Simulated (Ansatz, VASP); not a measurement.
**Two plane-wave programs on Sn**

The input INCAR:

```
SYSTEM = Sn
PREC = Accurate ; ENCUT = 520
EDIFF = 1E-6 ; ISMEAR = -1
SIGMA = 0.1 ; LREAL = .False.
LASPH = .True. ; NELM = 60
ALGO = Normal ; ISIF = 2
LWAVE = .False. ; LCHARG = .True.
LELF = .True. ; LVHAR = .True.
NBANDS = 28
```

The input KPOINTS:

```
regular mesh
0
Gamma
  8 8 11
  0 0 0
```

POSCAR

```
Sn
1.0
    5.1944741750      0.0000000000      0.0000000000
   -2.5972370875      4.4985465949      0.0000000000
    0.0000000000      0.0000000000      3.1630274580
Sn
3
Direct
    1.0000000000      0.0000000000      0.0000000000
    0.3333333333      0.6666666667      0.5000000000
    0.6666666667      0.3333333333      0.5000000000
```

Input for Ansatz:

```yaml
crystal:
  lattice:
    - [5.194474175, 0.0, 0.0]
    - [-2.5972370875, 4.4985465949, 0.0]
    - [0.0, 0.0, 3.163027458]
  atoms:
    - { symbol: Sn, position: [1.0, 0.0, 0.0] }
    - { symbol: Sn, position: [0.3333333333, 0.6666666667, 0.5] }
    - { symbol: Sn, position: [0.6666666667, 0.3333333333, 0.5] }
hamiltonian:
  xc: lda
  pseudopotentials:
    kind: paw
    azcp:
      Sn: "pseudopotentials/Sn.paw.azcp"
basis:
  ecutwfc: 420
  fft_grid_basis: typed
kpoints:
  mp_grid: { grid: [8, 8, 11], shift: [0, 0, 0] }
magnetization:
  spin_polarized: false
scf:
  occupations: { method: fermi_dirac, width: 0.1 }
  lower_state_search: "off"
output:
  stress: true
```

Alike in both runs: task single point; functional LDA; k mesh 8 × 8 × 11; occupations fermi-dirac, width 0.1 eV; no spin polarisation.

```csv
,VASP,Ansatz
version,VASP 6.6.1,Ansatz 0.2.0
potentials or method,"VASP PAW LDA potentials, release 64 (Sn_d), cutoff 520 eV","plane waves (420 eV) with PAW, scalar-relativistic"
valence electrons in the cell,42,42
```

```csv
,VASP,Ansatz,Ansatz less VASP
pressure (GPa),3.2,3.1,-0.11
"traceless stress, the component that is largest in VASP (GPa)",-2.51,-2.51,+0.001
```

Ansatz warns that its potentials were made for another functional, while VASP's fit it. LDA's correlation is that of Perdew and Zunger in VASP and of Perdew and Wang (1992) in Ansatz.
